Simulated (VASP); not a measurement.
Runs of VASP 6.6.1 on Zr. The structure is that of space group P6_3/mmc (No. 194), or close to it. The cells are those of the table. 

| cell | gap on the mesh (eV) | pressure (GPa) |
| --- | --- | --- |
| a = 3.232, b = 3.232, c = 5.147 Å, angles 90.0, 90.0, 120.0°, 2 atoms | none | -6.1 |
| a = 3.143, b = 3.143, c = 5.006 Å, angles 90.0, 90.0, 120.0°, 2 atoms | none | 2.0 |
| a = 3.316, b = 3.316, c = 5.281 Å, angles 90.0, 90.0, 120.0°, 2 atoms | none | (b) |
| a = 3.275, b = 3.275, c = 5.215 Å, angles 90.0, 90.0, 120.0°, 2 atoms | none | -9.2 |
| a = 3.188, b = 3.188, c = 5.077 Å, angles 90.0, 90.0, 120.0°, 2 atoms | none | (a) |

Alike in all rows: task single point; level LDA; potentials or basis VASP PAW LDA potentials, release 64 (Zr_sv); no spin polarisation; k mesh 10 × 10 × 5; cutoff (eV) 500; smearing methfessel-paxton 0.1 eV.

Q: Estimate the missing entries.

A: (a) -2.4; (b) -11.7.

A k mesh can miss the band edges, and the runs leave out spin-orbit coupling on Zr.

A gap of «none» marks levels without a gap at the run's occupations.
